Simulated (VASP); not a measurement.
A run of VASP 6.6.1 is set up as follows.

Contents of INCAR:

```
SYSTEM = Si16Ge
ALGO = Normal
EDIFF = 1E-6
EDIFFG = -0.03
ENCUT = 520
GGA = PE
IBRION = 2
ISIF = 2
ISMEAR = 0
LASPH = .TRUE.
LCHARG = .FALSE.
LREAL = Auto
LWAVE = .FALSE.
NELM = 80
NSW = 80
PREC = Accurate
SIGMA = 0.05
```

KPOINTS

```
k-points
0
G
  2 2 2
  0 0 0
```

POSCAR

```
Si16Ge
1.0
    0.0000000000      5.4300000000      5.4300000000
    5.4300000000      0.0000000000      5.4300000000
    5.4300000000      5.4300000000      0.0000000000
Si Ge
16 1
Direct
    0.0000000000      0.0000000000      0.0000000000
    0.1250000000      0.1250000000      0.1250000000
    0.0000000000      0.0000000000      0.5000000000
    0.1250000000      0.1250000000      0.6250000000
    0.0000000000      0.5000000000      0.0000000000
    0.1250000000      0.6250000000      0.1250000000
    0.0000000000      0.5000000000      0.5000000000
    0.1250000000      0.6250000000      0.6250000000
    0.5000000000      0.0000000000      0.0000000000
    0.6250000000      0.1250000000      0.1250000000
    0.5000000000      0.0000000000      0.5000000000
    0.6250000000      0.1250000000      0.6250000000
    0.5000000000      0.5000000000      0.0000000000
    0.6250000000      0.6250000000      0.1250000000
    0.5000000000      0.5000000000      0.5000000000
    0.6250000000      0.6250000000      0.6250000000
    0.3730301000      0.8746054000      0.3716347000
```

Potentials or basis: VASP PAW PBE potentials, release 64 (Si, Ge_d).

The run is started by

```sh
$ cat potpaw_PBE.64/Si/POTCAR potpaw_PBE.64/Ge_d/POTCAR > POTCAR
$ mpirun -np 1 vasp_std > vasp.out
```

Question: Predict the band gap on the k mesh.

Answer: Zero (bands 39 and 40 overlap by 0.31 eV).

Question: Estimate the energy gained by relaxing.

Answer: 19.7 meV/atom.

Final structure:
```
CELL_PARAMETERS angstrom
0.00000 5.43000 5.43000
5.43000 0.00000 5.43000
5.43000 5.43000 0.00000
ATOMIC_POSITIONS crystal
Si 0.00065 0.99785 0.00061
Si 0.12045 0.12955 0.12041
Si 0.98798 0.00402 0.50408
Si 0.12053 0.12938 0.62936
Si 0.00077 0.50082 0.00073
Si 0.12503 0.62501 0.12505
Si 0.00060 0.50064 0.49793
Si 0.12046 0.62051 0.62949
Si 0.50417 0.00414 0.98765
Si 0.62940 0.12940 0.12048
Si 0.50341 0.00340 0.50342
Si 0.62456 0.12491 0.62423
Si 0.49789 0.50066 0.00059
Si 0.62952 0.62051 0.12041
Si 0.50390 0.48836 0.50392
Si 0.62934 0.62058 0.62933
Ge 0.37436 0.87485 0.37393
```

Caveat: the k points lie up to 0.50 Å⁻¹ apart.
